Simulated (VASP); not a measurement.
# GaP (F-43m) in VASP: notebook, part 2 of 2

VASP 6.6.1. The steps go on from the part before.

**3. Relaxation of cell and atoms, LDA, target pressure 12 GPa, at which the enthalpy is minimised**

This run uses another cell than the first one, of 19.59 Å³/atom.

Input file INCAR:

```
SYSTEM = GaP
PREC     = Accurate       ! precision mode
ENCUT    = 600            ! plane-wave cutoff, eV
EDIFF    = 1E-6           ! SCF threshold, eV
ISMEAR   = 0              ! smearing method
SIGMA    = 0.01           ! smearing width, eV
LREAL    = .FALSE.        ! projectors in reciprocal space
LASPH    = .TRUE.         ! aspherical terms in the spheres
NELM     = 100            ! most SCF steps
ALGO     = Normal         ! electronic algorithm
ISIF     = 3              ! what is computed and relaxed
LWAVE    = .FALSE.        ! write WAVECAR
LCHARG   = .FALSE.        ! write CHGCAR
IBRION   = 2              ! ionic algorithm
NSW      = 80             ! ionic steps
EDIFFG   = -0.001         ! ionic threshold
PSTRESS  = 120.0
```

Input file KPOINTS:

```
regular mesh
0
G
  8 8 8
  0 0 0
```

Input file POSCAR:

```
GaP
1.0
    0.0000000000      2.6956501137      2.6956501137
    2.6956501137      0.0000000000      2.6956501137
    2.6956501137      2.6956501137      0.0000000000
Ga P
1 1
Direct
    0.0000000000      0.0000000000      0.0000000000
    0.7500000000      0.7500000000      0.7500000000
```

Potentials or basis: VASP PAW LDA potentials, release 64 (Ga_d, P).

Run with:

```
$ cat potpaw_LDA.64/Ga_d/POTCAR potpaw_LDA.64/P/POTCAR > POTCAR
$ mpirun -np 1 vasp_std > vasp.out
```

OUTCAR:

```text
SYSTEM = GaP
   PREC = Accurate
   ENCUT = 600
   EDIFF = 1E-6
   ISMEAR = 0
   LREAL = .FALSE.
   LASPH = .TRUE.
   NELM = 100
   ISIF = 3
   IBRION = 2
   NSW = 80
   EDIFFG = -0.001
   PSTRESS = 120.0

 ion  position               nearest neighbor table
   1  0.000  0.000  0.000-   2 2.33   2 2.33   2 2.33   2 2.33
   2  0.750  0.750  0.750-   1 2.33   1 2.33   1 2.33   1 2.33

  LATTYP: Found a face centered cubic cell.
 ALAT       =     5.3913002274

  Lattice vectors:

 A1 = (   0.0000000000,   2.6956501137,   2.6956501137)
 A2 = (   2.6956501137,   0.0000000000,   2.6956501137)
 A3 = (   2.6956501137,   2.6956501137,   0.0000000000)

Analysis of symmetry for initial positions (statically):
=====================================================================
 Subroutine PRICEL returns:
 Original cell was already a primitive cell.

 Routine SETGRP: Setting up the symmetry group for a
 face centered cubic supercell.

 Subroutine GETGRP returns: Found 24 space group operations
 (whereof 24 operations were pure point group operations)
 out of a pool of 48 trial point group operations.

The static configuration has the point symmetry T_d .

Analysis of symmetry for dynamics (positions and initial velocities):
=====================================================================
 Subroutine PRICEL returns:
 Original cell was already a primitive cell.

 Routine SETGRP: Setting up the symmetry group for a
 face centered cubic supercell.

 Subroutine GETGRP returns: Found 24 space group operations
 (whereof 24 operations were pure point group operations)
 out of a pool of 48 trial point group operations.

The dynamic configuration has the point symmetry T_d .

 Subroutine INISYM returns: Found 24 space group operations
 (whereof 24 operations are pure point group operations),
 and found     1 'primitive' translations

----------------------------------------------------------------------------------------

                                     Primitive cell

  volume of cell :      39.1760

  direct lattice vectors                    reciprocal lattice vectors
     0.000000000  2.695650114  2.695650114    -0.185484013  0.185484013  0.185484013
     2.695650114  0.000000000  2.695650114     0.185484013 -0.185484013  0.185484013
     2.695650114  2.695650114  0.000000000     0.185484013  0.185484013 -0.185484013

  length of vectors
     3.812224950  3.812224950  3.812224950     0.321267734  0.321267734  0.321267734

  position of ions in fractional coordinates (direct lattice)
     0.000000000  0.000000000  0.000000000
     0.750000000  0.750000000  0.750000000

  ion indices of the primitive-cell ions
   primitive index   ion index
                 1           1
                 2           2

----------------------------------------------------------------------------------------

 KPOINTS: regular mesh

Automatic generation of k-mesh.
 Grid dimensions read from file:
 generate k-points for:    8    8    8

 Generating k-lattice:

[... 48 lines left out ...]
   ions per type =               1   1
   NGX,Y,Z   is equivalent  to a cutoff of  13.08, 13.08, 13.08 a.u.
   NGXF,Y,Z  is equivalent  to a cutoff of  26.17, 26.17, 26.17 a.u.
 SYSTEM =  GaP
   PREC   = accura    normal or accurate (medium, high low for compatibility)
   ISTART =      0    job   : 0-new  1-cont  2-samecut
   ICHARG =      2    charge: 1-file 2-atom 10-const
   ISPIN  =      1    spin polarized calculation?
   LNONCOLLINEAR =      F non collinear calculations
   LSORBIT =      F    spin-orbit coupling
   LASPH  =      T    aspherical Exc in radial PAW
   ENCUT  =  600.0 eV  44.10 Ry    6.64 a.u.   7.61  7.61  7.61*2*pi/ulx,y,z
   NELM   =    100;   NELMIN=  2; NELMDL= -5     # of ELM steps
   EDIFF  = 0.1E-05   stopping-criterion for ELM
   LREAL  =      F    real-space projection
   EDIFFG = -.1E-02   stopping-criterion for IOM
   NSW    =     80    number of steps for IOM
   IBRION =      2    ionic relax: 0-MD 1-quasi-New 2-CG
   NFREE  =      1    steps in history (QN), initial steepest desc. (CG)
   ISIF   =      3    stress and relaxation
   ISYM   =      2    0-nonsym 1-usesym 2-fastsym
   POTIM  = 0.5000    time-step for ionic-motion
   TEBEG  =    0.0;   TEEND  =   0.0 temperature during run
   PSTRESS=  120.0 pullay stress
   NELECT =      18.0000    total number of electrons
   NUPDOWN=      -1.0000    fix difference up-down
   EMIN   =  10.00;   EMAX   =-10.00  energy-range for DOS
   EFERMI =   0.00;   METHOD = LEGACY
   ISMEAR =     0;   SIGMA  =   0.01  broadening in eV -4-tet -1-fermi 0-gaus
   EFERMI_NEDOS =   21; number of points for ismear=-14 and -15
   IALGO  =     38    algorithm
   IMIX   =      4    mixing-type and parameters
     AMIX     =   0.40;   BMIX     =  1.00
     AMIX_MAG =   1.60;   BMIX_MAG =  1.00
  volume/ion in A,a.u.               =      19.59       132.19
  Fermi-wavevector in a.u.,A,eV,Ry     =   1.263258  2.387212 21.712469  1.595821
  Thomas-Fermi vector in A             =   2.396624
   LORBIT       =      0    0 simple, 1 ext, 2 COOP (PROOUT), +10 PAW based schemes
   GGA     = CA    functional components
   LHFCALC =     F    Hartree Fock is set to
   AEXX    =    0.0000 exact exchange contribution
   IVDW    =     0    specifies the selected vdW correction
   LEPSILON=     F    determine dielectric tensor
   LRPA    =     F    only Hartree local field effects (RPA)
 conjugate gradient relaxation of ions
 non-spin polarized calculation
 Gauss-broadening in eV      SIGMA  =   0.01
  energy-cutoff  :      600.00
  volume of cell :       39.18
 maximum number of plane-waves:      1325
   NGX = 15   NGY = 15   NGZ = 15

--------------------------------------- Ionic step        1  -------------------------------------------

 number of electron      17.9999994 magnetization

 Free energy of the ion-electron system (eV)
  ---------------------------------------------------
  ext. energy  EPLUGINS =         0.00000000
  ---------------------------------------------------
  free energy    TOTEN  =       -10.45081502 eV

  energy without entropy =      -10.45081502  energy(sigma->0) =      -10.45081502

------------------------ aborting loop because EDIFF is reached ----------------------------------------

  FORCE on cell =-STRESS in cart. coord.  units (eV):
  Direction    XX          YY          ZZ          XY          YZ          ZX
  --------------------------------------------------------------------------------------
  -------------------------------------------------------------------------------------
  Total        0.0184017      0.0184017      0.0184017      0.0000000      0.0000000     -0.0000000
  in kB        0.7525711      0.7525711      0.7525711      0.0000000      0.0000000     -0.0000000
  external PRESSURE =    -119.2474289 kB  Pullay stress =     120.0000000 kB
[... 101 lines left out ...]
--------------------------------------- Ionic step        4  -------------------------------------------

 number of electron      17.9999993 magnetization

 Free energy of the ion-electron system (eV)
  ---------------------------------------------------
  ext. energy  EPLUGINS =         0.00000000
  ---------------------------------------------------
  free energy    TOTEN  =       -10.31731746 eV

  energy without entropy =      -10.31731746  energy(sigma->0) =      -10.31731746

 E-fermi :   6.1458     XC(G=0): -10.7891

 val. band max:        6.0297236757   @ k =   0.0000   0.0000   0.0000
 cond. band min:       7.2204103725   @ k =   0.5000   0.5000   0.0000
 fundamental gap:      1.1906866969
 Fermi energy:         6.1457552317

 k-point     1 :       0.0000    0.0000    0.0000
  band No.  band energies     occupation
      1      -8.9928      2.00000
      2      -8.9928      2.00000
      3      -8.9928      2.00000
      4      -8.8459      2.00000
      5      -8.8459      2.00000
      6      -7.5998      2.00000
      7       6.0297      2.00000
      8       6.0297      2.00000
      9       6.0297      2.00000
     10       8.8310      0.00000
     11       9.7564      0.00000
     12       9.7564      0.00000
     13       9.7564      0.00000
[... 354 lines left out ...]
  band No.  band energies     occupation
      1      -9.1260      2.00000
      2      -8.9474      2.00000
      3      -8.9278      2.00000
      4      -8.8556      2.00000
      5      -8.8349      2.00000
      6      -4.5354      2.00000
      7      -1.1990      2.00000
      8       2.2640      2.00000
      9       3.6629      2.00000
     10       9.7278      0.00000
     11      10.1040      0.00000
     12      12.7996      0.00000
     13      14.2269      0.00000

 [... further k-points ...]

------------------------ aborting loop because EDIFF is reached ----------------------------------------

  FORCE on cell =-STRESS in cart. coord.  units (eV):
  Direction    XX          YY          ZZ          XY          YZ          ZX
  --------------------------------------------------------------------------------------
  -------------------------------------------------------------------------------------
  Total        2.6423301      2.6423301      2.6423301     -0.0000000      0.0000000     -0.0000000
  in kB      119.9541554    119.9541554    119.9541554     -0.0000000      0.0000000     -0.0000000
  external PRESSURE =      -0.0458446 kB  Pullay stress =     120.0000000 kB
[... 21 lines left out ...]
  energy  without entropy=      -10.3173174635  energy(sigma->0) =      -10.31731746

  enthalpy is  TOTEN    =        -7.6739775025 eV   P V=        2.6433399611

 reached required accuracy - stopping structural energy minimisation
```

Run time: 80 s. Hardware: 1 thread of Intel Xeon 8259CL, shared host; peak memory 0.17 GiB.

Results:

```yaml
Free_energy: -10.3173 eV
Relaxed_volume: 17.65 Å³/atom
Relaxed_cell: a = 3.682 Å, b = 3.682 Å, c = 3.682 Å, α = 60.00°, β = 60.00°, γ = 60.00°
Space_group_after_relaxing_to_0.1_Å: F-43m (No. 216)
Energy_change_on_relaxing_the_run_minimises_the_enthalpy: +66.7 meV/atom
Ionic_steps: 4
Pressure_after_relaxing: 12.0 GPa
Band_gap_on_the_k_mesh: 1.19 eV (least direct gap 2.80 eV)
```

Step by step:
```
step  energy change (eV)  largest force (eV/Å)  pressure (GPa)  volume (Å³)
   1              0.0000                0.0000            0.08        39.18
   2              0.6352                0.0000           31.97        31.48
   3              0.1276                0.0000           11.64        35.37
   4              0.1335                0.0000           12.00        35.29
```

Final structure:
```
Ga P
1.0
     0.00000    2.60346    2.60346
     2.60346    0.00000    2.60346
     2.60346    2.60346    0.00000
Ga P
1 1
Direct
  0.00000 0.00000 0.00000
  0.75000 0.75000 0.75000
```

Caveat: the cell is relaxed towards a set pressure, so the run minimises the enthalpy, not the energy. Zero-point motion and thermal expansion aren't in these numbers.

**4. Single point, LDA**

This run uses another cell than the first one, of 16.74 Å³/atom.

Input file INCAR:

```
SYSTEM = GaP
PREC     = Accurate       ! precision mode
ENCUT    = 520            ! plane-wave cutoff, eV
EDIFF    = 1E-7           ! SCF threshold, eV
ISMEAR   = 0              ! smearing method
SIGMA    = 0.01           ! smearing width, eV
LREAL    = .False.        ! projectors in reciprocal space
LASPH    = .True.         ! aspherical terms in the spheres
NELM     = 100            ! most SCF steps
ALGO     = Normal         ! electronic algorithm
ISIF     = 2              ! what is computed and relaxed
LWAVE    = .False.        ! write WAVECAR
LCHARG   = .False.        ! write CHGCAR
NBANDS   = 16             ! bands
```

Input file KPOINTS:

```
Automatic mesh
0
Gamma
  8 8 8
  0 0 0
```

Input file POSCAR:

```
GaP
1.0
    0.0000000000      2.5579550588      2.5579550588
    2.5579550588      0.0000000000      2.5579550588
    2.5579550588      2.5579550588      0.0000000000
Ga P
1 1
Direct
    0.0000000000      0.0000000000      0.0000000000
    0.7500000000      0.7500000000      0.7500000000
```

Run with:

```
$ cat potpaw_LDA.64/Ga_d/POTCAR potpaw_LDA.64/P/POTCAR > POTCAR
$ mpirun -np 1 vasp_std > vasp.out
```

Run time: 13 s. Hardware: 1 thread of Intel Xeon 8259CL, shared host; peak memory 0.14 GiB.

It converged, with:

```
Free energy            : -10.1355 eV
Pressure               : 20.2 GPa
Band gap on the k mesh : 1.05 eV (least direct gap 3.26 eV)
```

Levels at points of the mesh, in eV from the valence-band top:
| k point | band 7 | band 8 | band 9 | band 10 | band 11 | band 12 |
| --- | --- | --- | --- | --- | --- | --- |
| (0.00, 0.00, 0.00) | 0.00 | 0.00 | 0.00 | 3.26 | 3.68 | 3.68 |
| (0.50, 0.00, 0.00) | -7.95 | -1.44 | -1.44 | 2.10 | 4.52 | 4.52 |
| (0.50, 0.50, 0.00) | -7.84 | -3.45 | -3.45 | 1.05 | 1.40 | 11.87 |

Caveat: the cell stands under pressure. A k mesh can miss the band edges.

**5. Relaxation of cell and atoms, LDA, target pressure 20 GPa, at which the enthalpy is minimised**

This run uses another cell than the first one, of 19.59 Å³/atom.

Input file INCAR:

```
PREC = Accurate ; ENCUT = 600
EDIFF = 1E-7 ; ISMEAR = 0
SIGMA = 0.01 ; LREAL = False
LASPH = True ; NELM = 60
ALGO = Normal ; ISIF = 3
LWAVE = False ; LCHARG = False
IBRION = 2 ; NSW = 80
EDIFFG = -0.001 ; PSTRESS = 200.0
```

Input file KPOINTS:

```
regular mesh
0
Gamma
  8 8 8
```

Input file POSCAR:

```
GaP
1.0
    0.0000000000      2.6956501137      2.6956501137
    2.6956501137      0.0000000000      2.6956501137
    2.6956501137      2.6956501137      0.0000000000
Ga P
1 1
Direct
    0.0000000000      0.0000000000      0.0000000000
    0.7500000000      0.7500000000      0.7500000000
```

Run with:

```
$ cat potpaw_LDA.64/Ga_d/POTCAR potpaw_LDA.64/P/POTCAR > POTCAR
$ mpirun -np 1 vasp_std > vasp.out
```

Wall time 1.9 min (1 thread of Intel Xeon 8259CL, shared host); peak memory 0.17 GiB.

The run converged. Its results:

```yaml
Free_energy: -10.1411 eV
Relaxed_volume: 16.75 Å³/atom
Relaxed_cell: a = 3.619 Å, b = 3.619 Å, c = 3.619 Å, α = 60.00°, β = 60.00°, γ = 60.00°
Space_group_after_relaxing_to_0.1_Å: F-43m (No. 216)
Energy_change_on_relaxing_the_run_minimises_the_enthalpy: +154.8 meV/atom
Ionic_steps: 9
Pressure_after_relaxing: 20.0 GPa
Band_gap_on_the_k_mesh: 1.06 eV (least direct gap 3.25 eV)
```

Step by step:
| step | energy change (eV) | largest force (eV/Å) | pressure (GPa) | volume (Å³) |
| --- | --- | --- | --- | --- |
| 1 | 0.0000 | 0.0000 | 0.10 | 39.18 |
| 2 | 2.0899 | 0.0000 | 75.63 | 26.94 |
| 3 | 0.2733 | 0.0000 | 18.50 | 33.81 |
| 4 | 0.3021 | 0.0000 | 19.71 | 33.57 |
| 5 | 0.3153 | 0.0000 | 20.23 | 33.46 |
| 6 | 0.3027 | 0.0000 | 19.71 | 33.56 |
| 7 | 0.3098 | 0.0000 | 20.02 | 33.51 |
| 8 | 0.3094 | 0.0000 | 19.97 | 33.51 |
| 9 | 0.3097 | 0.0000 | 20.00 | 33.51 |

Final structure:
```xyz
2
Lattice="0.0000 2.5588 2.5588 2.5588 0.0000 2.5588 2.5588 2.5588 0.0000" Properties=species:S:1:pos:R:3 pbc="T T T"
Ga    0.0000    0.0000    0.0000
P     3.8383    3.8383    3.8383
```

Levels at points of the mesh, in eV from the valence-band top:
| k point | band 6 | band 7 | band 8 | band 9 | band 10 | band 11 | band 12 | band 13 |
| --- | --- | --- | --- | --- | --- | --- | --- | --- |
| (0.00, 0.00, 0.00) | -14.10 | 0.00 | 0.00 | 0.00 | 3.25 | 3.68 | 3.68 | 3.68 |
| (0.50, 0.00, 0.00) | -11.32 | -7.94 | -1.44 | -1.44 | 2.10 | 4.52 | 4.52 | 8.30 |
| (0.50, 0.50, 0.00) | -10.14 | -7.83 | -3.45 | -3.45 | 1.06 | 1.40 | 11.87 | 11.87 |

Caveat: the cell is relaxed towards a set pressure, so the run minimises the enthalpy, not the energy. Zero-point motion and thermal expansion aren't in these numbers.

**6. Overview**

```tsv
task	cell	cutoff (eV)	gap on the mesh (eV)	pressure (GPa)
single point	a = 3.680 Å, angles 60.0°, 2 atoms	520	1.19	12.2
relaxation of cell and atoms	relaxed to 12 GPa from a = 3.812 Å, angles 60.0°, 2 atoms	600	1.19	12.0
single point	a = 3.617 Å, angles 60.0°, 2 atoms	520	1.05	20.2
relaxation of cell and atoms	relaxed to 20 GPa from a = 3.812 Å, angles 60.0°, 2 atoms	600	1.06	20.0
```

Alike in all rows: level LDA; potentials or basis VASP PAW LDA potentials, release 64 (Ga_d, P); no spin polarisation; k mesh 8 × 8 × 8; smearing gaussian 0.01 eV.

Caveats: the cell stands under pressure (at least some runs); the cell is relaxed towards a set pressure, so the run minimises the enthalpy, not the energy (at least some runs).

Absolute energies hang on the potentials; compare differences alone.
